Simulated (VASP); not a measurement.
Set up this calculation in VASP 6.6.1, as the native input.

```
Task                   : single point
Functional             : PBEsol
Potentials or basis    : VASP PAW PBE potentials, release 64 (Zr_sv, B)
Cutoff                 : 520 eV
k mesh                 : 15 × 15 × 12
Occupations            : gaussian, width 0.15 eV
Spin                   : no spin polarisation
Dipole correction      : no
Further INCAR settings : ALGO = Normal; EDIFF = 1e-06; NBANDS = 16
```

The structure of ZrB2 lies in POSCAR:

```
ZrB2
1.0
    3.0917000000      0.0000000000      0.0000000000
   -1.5458500000      2.6774907409      0.0000000000
    0.0000000000      0.0000000000      3.3314000000
Zr B
1 2
Direct
    0.0000000000      0.0000000000      0.0000000000
    0.3333333333      0.6666666667      0.5000000000
    0.6666666667      0.3333333333      0.5000000000
```

The input as run:

INCAR

```
SYSTEM = ZrB2
ALGO = Normal
EDIFF = 1E-6
ENCUT = 520
GGA = PS
ISIF = 2
ISMEAR = 0
LASPH = .TRUE.
LCHARG = .FALSE.
LREAL = .FALSE.
LWAVE = .FALSE.
NBANDS = 16
NELM = 80
PREC = Accurate
SIGMA = 0.15
```

KPOINTS

```
k-points
0
G
  15 15 12
  0 0 0
```

Potentials or basis: VASP PAW PBE potentials, release 64 (Zr_sv, B).

The run is started by

```sh
$ cat potpaw_PBE.64/Zr_sv/POTCAR potpaw_PBE.64/B/POTCAR > POTCAR
$ mpirun -np 1 vasp_std > vasp.out
```

Results of the run:

```yaml
Pressure: 27.7 GPa
Band_gap_on_the_k_mesh: zero (band 9 reaches 12.21 eV, above the bottom of band 10 at 11.38 eV)
```

Caveat: the PAW data sets were made with another functional, which shifts forces and pressure a little.

Run time: 39 s on 1 thread of AMD EPYC 9R45 96-Core Processor (Zen 5), with other jobs on the host, peak memory 0.18 GiB.
